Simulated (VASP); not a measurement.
# YCoO3 (Pm-3m) in VASP: single point with LDA+U

Aim: the single point of YCoO3 with LDA+U.

All numbers are computed with VASP 6.6.1; they aren't measurements. Logs are shortened: lines on timing, memory, paths and dates and some standing lists are left out, and cuts for length are marked.

### Step 1. The cell of the first run

It takes space group Pm-3m (No. 221, cubic). Conventional cell: a = 3.957 Å, b = 3.957 Å, c = 3.957 Å, α = 90.00°, β = 90.00°, γ = 90.00°. Within 2.6 Å of Co (site symmetry m-3m) lie 6 O at 1.98 Å. O (site symmetry 4/mmm) has 2 Co at 1.98 Å within 2.6 Å. Y (site symmetry m-3m) has 12 O at 2.80 Å and 8 Co at 3.43 Å within 3.7 Å.

### Step 2. Single point, LDA+U, collinear spin, ferromagnetic start

The input, POSCAR:

```
YCoO3
1.0
    3.9571679600      0.0000000000      0.0000000000
    0.0000000000      3.9571679600      0.0000000000
    0.0000000000      0.0000000000      3.9571679600
Co O Y
1 3 1
Direct
    0.0000000000      0.0000000000      0.0000000000
    0.5000000000      0.0000000000      0.0000000000
    0.0000000000      0.5000000000      0.0000000000
    0.0000000000      0.0000000000      0.5000000000
    0.5000000000      0.5000000000      0.5000000000
```

The input, INCAR.step1:

```
PREC     = Accurate       # precision mode
ENCUT    = 520            # plane-wave cutoff, eV
EDIFF    = 1E-7           # SCF threshold, eV
ISMEAR   = -1             # smearing method
SIGMA    = 0.0124         # smearing width, eV
LREAL    = F              # projectors in reciprocal space
LASPH    = T              # aspherical terms in the spheres
NELM     = 150            # most SCF steps
ALGO     = Normal         # electronic algorithm
ISIF     = 2              # what is computed and relaxed
LWAVE    = F              # write WAVECAR
LCHARG   = T              # write CHGCAR
ISPIN    = 2              # spin polarisation
MAGMOM   = -0.74 0 0 0 0  # initial moments
LMAXMIX  = 4              # l up to which the mixer works
LDAU     = T              # DFT+U
LDAUTYPE = 2            
LDAUL    = 2 -1 -1        # shell
LDAUU    = 3.18 0 0       # U, eV
LDAUJ    = 0 0 0        
LDAUPRINT= 1            
NBANDS   = 31             # bands
```

The input, KPOINTS.step1:

```
Automatic mesh
0
Gamma
  6 6 6
```

The input, INCAR.step2:

```
PREC     = Accurate       # precision mode
ENCUT    = 520            # plane-wave cutoff, eV
EDIFF    = 1E-7           # SCF threshold, eV
ISMEAR   = -5             # smearing method
SIGMA    = 0.0124         # smearing width, eV
LREAL    = F              # projectors in reciprocal space
LASPH    = T              # aspherical terms in the spheres
NELM     = 150            # most SCF steps
ALGO     = Normal         # electronic algorithm
ISIF     = 2              # what is computed and relaxed
LWAVE    = F              # write WAVECAR
LCHARG   = F              # write CHGCAR
ISPIN    = 2              # spin polarisation
MAGMOM   = -0.74 0 0 0 0  # initial moments
LORBIT   = 11             # projections on sites
LMAXMIX  = 4              # l up to which the mixer works
LDAU     = T              # DFT+U
LDAUTYPE = 2            
LDAUL    = 2 -1 -1        # shell
LDAUU    = 3.18 0 0       # U, eV
LDAUJ    = 0 0 0        
LDAUPRINT= 1            
NEDOS    = 1001           # points of the DOS
ICHARG   = 11             # starting density
```

The input, KPOINTS.step2:

```
Automatic mesh
0
Gamma
  9 9 9
```

Potentials or basis: VASP PAW LDA potentials, release 64 (Co, O, Y_sv).

Started as:

```sh
$ cat potpaw_LDA.64/Co/POTCAR potpaw_LDA.64/O/POTCAR potpaw_LDA.64/Y_sv/POTCAR > POTCAR
$ cp INCAR.step1 INCAR
$ cp KPOINTS.step1 KPOINTS
$ mpirun -np 1 vasp_std > vasp.out
$ cp INCAR.step2 INCAR
$ cp KPOINTS.step2 KPOINTS
$ mpirun -np 1 vasp_std > vasp.out
```

OUTCAR:

```text
PREC = Accurate
   ENCUT = 520
   EDIFF = 1E-7
   ISMEAR = -5
   LREAL = F
   LASPH = T
   NELM = 150
   ISIF = 2
   ISPIN = 2
   LORBIT = 11
   ICHARG = 11

 ion  position               nearest neighbor table
   1  0.000  0.000  0.000-   2 1.98   3 1.98   4 1.98   4 1.98   3 1.98   2 1.98   5 3.43   5 3.43
                             5 3.43   5 3.43   5 3.43   5 3.43   5 3.43   5 3.43
   2  0.500  0.000  0.000-   1 1.98   1 1.98   5 2.80   5 2.80   5 2.80   5 2.80
   3  0.000  0.500  0.000-   1 1.98   1 1.98   5 2.80   5 2.80   5 2.80   5 2.80
   4  0.000  0.000  0.500-   1 1.98   1 1.98   5 2.80   5 2.80   5 2.80   5 2.80
   5  0.500  0.500  0.500-   2 2.80   3 2.80   4 2.80   2 2.80   3 2.80   2 2.80   4 2.80   2 2.80
                             3 2.80   4 2.80   3 2.80   4 2.80   1 3.43   1 3.43   1 3.43   1 3.43

  LATTYP: Found a simple cubic cell.
 ALAT       =     3.9571679600

  Lattice vectors:

 A1 = (   3.9571679600,   0.0000000000,   0.0000000000)
 A2 = (   0.0000000000,   3.9571679600,   0.0000000000)
 A3 = (   0.0000000000,   0.0000000000,   3.9571679600)

Analysis of symmetry for initial positions (statically):
=====================================================================
 Subroutine PRICEL returns:
 Original cell was already a primitive cell.

 Routine SETGRP: Setting up the symmetry group for a
 simple cubic supercell.

 Subroutine GETGRP returns: Found 48 space group operations
 (whereof 48 operations were pure point group operations)
 out of a pool of 48 trial point group operations.

The static configuration has the point symmetry O_h .

Analysis of symmetry for dynamics (positions and initial velocities):
=====================================================================
 Subroutine PRICEL returns:
 Original cell was already a primitive cell.

 Routine SETGRP: Setting up the symmetry group for a
 simple cubic supercell.

 Subroutine GETGRP returns: Found 48 space group operations
 (whereof 48 operations were pure point group operations)
 out of a pool of 48 trial point group operations.

The dynamic configuration has the point symmetry O_h .

Analysis of structural, dynamic, and magnetic symmetry:
=====================================================================
 Subroutine PRICEL returns:
 Original cell was already a primitive cell.

 Routine SETGRP: Setting up the symmetry group for a
 simple cubic supercell.

 Subroutine GETGRP returns: Found 48 space group operations
 (whereof 48 operations were pure point group operations)
 out of a pool of 48 trial point group operations.

The overall configuration has the point symmetry O_h .

 Subroutine INISYM returns: Found 48 space group operations
 (whereof 48 operations are pure point group operations),
 and found     1 'primitive' translations

----------------------------------------------------------------------------------------

                                     Primitive cell

  volume of cell :      61.9660

  direct lattice vectors                    reciprocal lattice vectors
     3.957167960  0.000000000  0.000000000     0.252705978  0.000000000  0.000000000
     0.000000000  3.957167960  0.000000000     0.000000000  0.252705978  0.000000000
     0.000000000  0.000000000  3.957167960     0.000000000  0.000000000  0.252705978

  length of vectors
     3.957167960  3.957167960  3.957167960     0.252705978  0.252705978  0.252705978

  position of ions in fractional coordinates (direct lattice)
     0.000000000  0.000000000  0.000000000
     0.500000000  0.000000000  0.000000000
     0.000000000  0.500000000  0.000000000
     0.000000000  0.000000000  0.500000000
     0.500000000  0.500000000  0.500000000
[... 91 lines left out ...]
   TEBEG  =    0.0;   TEEND  =   0.0 temperature during run
   PSTRESS=    0.0 pullay stress
   NELECT =      38.0000    total number of electrons
   NUPDOWN=      -1.0000    fix difference up-down
   EMIN   =  10.00;   EMAX   =-10.00  energy-range for DOS
   EFERMI =   0.00;   METHOD = LEGACY
   ISMEAR =    -5;   SIGMA  =   0.01  broadening in eV -4-tet -1-fermi 0-gaus
   EFERMI_NEDOS =   21; number of points for ismear=-14 and -15
   IALGO  =     38    algorithm
   IMIX   =      4    mixing-type and parameters
     AMIX     =   0.40;   BMIX     =  1.00
     AMIX_MAG =   1.60;   BMIX_MAG =  1.00
  volume/ion in A,a.u.               =      12.39        83.63
  Fermi-wavevector in a.u.,A,eV,Ry     =   1.390865  2.628353 26.320532  1.934505
  Thomas-Fermi vector in A             =   2.514759
   LORBIT       =     11    0 simple, 1 ext, 2 COOP (PROOUT), +10 PAW based schemes
 LDA+U is selected, type is set to LDAUTYPE =  2
   angular momentum for each species LDAUL =     2   -1   -1
   U (eV)           for each species LDAUU =   3.2  0.0  0.0
   J (eV)           for each species LDAUJ =   0.0  0.0  0.0
   GGA     = CA    functional components
   LHFCALC =     F    Hartree Fock is set to
   AEXX    =    0.0000 exact exchange contribution
   IVDW    =     0    specifies the selected vdW correction
   LEPSILON=     F    determine dielectric tensor
   LRPA    =     F    only Hartree local field effects (RPA)
 spin polarized calculation
 Fermi weights with tetrahedron method with Bloechl corrections
  energy-cutoff  :      520.00
  volume of cell :       61.97
 maximum number of plane-waves:      1743
 NGX is ok and might be reduce to    30

atom =   1  type =  1  l = 2

 onsite density matrix

spin component  1

  0.8701  0.0000  0.0000  0.0000 -0.0000
  0.0000  0.8701 -0.0000 -0.0000 -0.0000
  0.0000 -0.0000  0.2760 -0.0000  0.0000
  0.0000 -0.0000 -0.0000  0.8701  0.0000
 -0.0000 -0.0000  0.0000  0.0000  0.2760

spin component  2

  0.9714 -0.0000 -0.0000 -0.0000  0.0000
 -0.0000  0.9714  0.0000 -0.0000  0.0000
 -0.0000  0.0000  0.5993  0.0000  0.0000
 -0.0000 -0.0000  0.0000  0.9714 -0.0000
  0.0000  0.0000  0.0000 -0.0000  0.5993

 occupancies and eigenvectors

  o =  0.2760  v =  0.0000  0.0000 -0.0000 -0.0000  1.0000  0.0000  0.0000  0.0000  0.0000  0.0000      0.0000  0.0000  0.0000  0.0000  0.0000  0.0000  0.0000  0.0000  0.0000  0.0000
  o =  0.2760  v =  0.0000  0.0000 -1.0000  0.0000 -0.0000  0.0000  0.0000  0.0000  0.0000  0.0000      0.0000  0.0000  0.0000  0.0000  0.0000  0.0000  0.0000  0.0000  0.0000  0.0000
  o =  0.5993  v =  0.0000  0.0000  0.0000  0.0000  0.0000  0.0000  0.0000  1.0000  0.0000 -0.0000      0.0000  0.0000  0.0000  0.0000  0.0000  0.0000  0.0000  0.0000  0.0000  0.0000
  o =  0.5993  v =  0.0000  0.0000  0.0000  0.0000  0.0000  0.0000 -0.0000  0.0000 -0.0000  1.0000      0.0000  0.0000  0.0000  0.0000  0.0000  0.0000  0.0000  0.0000  0.0000  0.0000
  o =  0.8701  v =  0.0000 -0.3009 -0.0000 -0.9536 -0.0000  0.0000  0.0000  0.0000  0.0000  0.0000      0.0000  0.0000  0.0000  0.0000  0.0000  0.0000  0.0000  0.0000  0.0000  0.0000
  o =  0.8701  v =  0.0000  0.9536  0.0000 -0.3009 -0.0000  0.0000  0.0000  0.0000  0.0000  0.0000      0.0000  0.0000  0.0000  0.0000  0.0000  0.0000  0.0000  0.0000  0.0000  0.0000
  o =  0.8701  v =  1.0000  0.0000  0.0000  0.0000  0.0000  0.0000  0.0000  0.0000  0.0000  0.0000      0.0000  0.0000  0.0000  0.0000  0.0000  0.0000  0.0000  0.0000  0.0000  0.0000
  o =  0.9714  v =  0.0000  0.0000  0.0000  0.0000  0.0000  1.0000  0.0000  0.0000  0.0000  0.0000      0.0000  0.0000  0.0000  0.0000  0.0000  0.0000  0.0000  0.0000  0.0000  0.0000
  o =  0.9714  v =  0.0000  0.0000  0.0000  0.0000  0.0000  0.0000 -0.9809  0.0000 -0.1946 -0.0000      0.0000  0.0000  0.0000  0.0000  0.0000  0.0000  0.0000  0.0000  0.0000  0.0000
  o =  0.9714  v =  0.0000  0.0000  0.0000  0.0000  0.0000  0.0000 -0.1946 -0.0000  0.9809  0.0000      0.0000  0.0000  0.0000  0.0000  0.0000  0.0000  0.0000  0.0000  0.0000  0.0000

 number of electron      37.9999989 magnetization      -0.8516811

 Free energy of the ion-electron system (eV)
  ---------------------------------------------------
  ext. energy  EPLUGINS =         0.00000000
  ---------------------------------------------------
  free energy    TOTEN  =       -39.31712672 eV

  energy without entropy =      -39.31712672  energy(sigma->0) =      -39.31712672

 E-fermi :   3.7405     XC(G=0): -11.6079

 val. band max:        3.8006292214   @ k =   0.1111   0.1111   0.1111
 cond. band min:       3.6722792410   @ k =   0.4444   0.4444   0.0000
 fundamental gap:     -0.1283499804
 Fermi energy:         3.7404601602

 spin component 1

 k-point     1 :       0.0000    0.0000    0.0000
  band No.  band energies     occupation
      1     -38.7449      1.00000
      2     -18.6680      1.00000
      3     -18.6680      1.00000
      4     -18.6680      1.00000
      5     -14.0418      1.00000
      6     -12.4763      1.00000
[... 1241 lines left out ...]
     22       7.9526      0.00000
     23       8.2064      0.00000

 [... further k-points ...]
[... 5 lines left out ...]
  --------------------------------------------------------------------------------------
  -------------------------------------------------------------------------------------
  Total      -14.4285011    -14.4285011    -14.4285011     -0.0000000     -0.0000000      0.0000000
  in kB     -373.0597099   -373.0597099   -373.0597099     -0.0000000     -0.0000000      0.0000000
  external PRESSURE =    -373.0597099 kB  Pullay stress =       0.0000000 kB

 VOLUME and BASIS-vectors are now :
 -----------------------------------------------------------------------------
  energy-cutoff  :      520.00
  volume of cell :       61.97
      direct lattice vectors                 reciprocal lattice vectors
     3.957167960  0.000000000  0.000000000     0.252705978  0.000000000  0.000000000
     0.000000000  3.957167960  0.000000000     0.000000000  0.252705978  0.000000000
     0.000000000  0.000000000  3.957167960     0.000000000  0.000000000  0.252705978

 POSITION                                       TOTAL-FORCE (eV/Angst)
 -----------------------------------------------------------------------------------
      0.00000      0.00000      0.00000         0.000000      0.000000      0.000000
      1.97858      0.00000      0.00000         0.000000      0.000000      0.000000
      0.00000      1.97858      0.00000         0.000000      0.000000      0.000000
      0.00000      0.00000      1.97858         0.000000      0.000000      0.000000
      1.97858      1.97858      1.97858         0.000000      0.000000      0.000000
 -----------------------------------------------------------------------------------
    total drift:                                0.000000     -0.000000      0.000000

  FREE ENERGIE OF THE ION-ELECTRON SYSTEM (eV)
  ---------------------------------------------------
  free  energy   TOTEN  =       -39.3171267227 eV

  energy  without entropy=      -39.3171267227  energy(sigma->0) =      -39.31712672

 total charge

# of ion       s       p       d       f       tot
--------------------------------------------------
    1        0.358   0.519   7.235   0.000   8.113
    2        1.548   3.352   0.000   0.000   4.900
    3        1.548   3.352   0.000   0.000   4.900
    4        1.548   3.352   0.000   0.000   4.900
    5        2.109   6.145   0.593   0.048   8.895
--------------------------------------------------
tot          7.110  16.721   7.828   0.048  31.708

 magnetization (x)

# of ion       s       p       d       f       tot
--------------------------------------------------
    1       -0.003   0.005  -0.817   0.000  -0.815
    2       -0.002   0.049   0.000   0.000   0.047
    3       -0.002   0.049   0.000   0.000   0.047
    4       -0.002   0.049   0.000   0.000   0.047
    5       -0.000  -0.005   0.001  -0.000  -0.004
--------------------------------------------------
tot         -0.010   0.147  -0.815  -0.000  -0.679
```

Run time: 1.7 min. Hardware: 1 thread of Intel Xeon 6975P-C (Granite Rapids), shared host; peak memory 0.22 GiB.

What came out:

| Item | Value |
| --- | --- |
| Net moment | -0.85 μB per cell |
| Site moments | Co -0.81; O +0.05; Y -0.00 μB |
| Valence electrons inside the program's atomic spheres | Co 8.11; O 4.90; Y 8.89 |

Levels at points of the mesh, in eV from the Fermi level:
Spin up:
```tsv
k point	band 15	band 16	band 17	band 18	band 19	band 20	band 21	band 22	band 23
(0.00, 0.00, 0.00)	-1.46	-1.46	-1.00	-1.00	-1.00	1.20	1.20	2.27	2.27
```
Spin down:
| k point | band 15 | band 16 | band 17 | band 18 | band 19 | band 20 | band 21 | band 22 | band 23 |
| --- | --- | --- | --- | --- | --- | --- | --- | --- | --- |
| (0.00, 0.00, 0.00) | -1.56 | -1.56 | -0.93 | -0.93 | -0.93 | -0.86 | -0.86 | 2.26 | 2.26 |

Eigenvalues of the final occupation matrices:
```
    site  spin  trace               eigenvalues
site 1 d     1   3.16  0.28 0.28 0.87 0.87 0.87
site 1 d     2   4.11  0.60 0.60 0.97 0.97 0.97
```

Caveat: a cell with one magnetic atom can't hold antiferromagnetic order, which such compounds often take. The state reached can hang on the start; a lower one may exist.
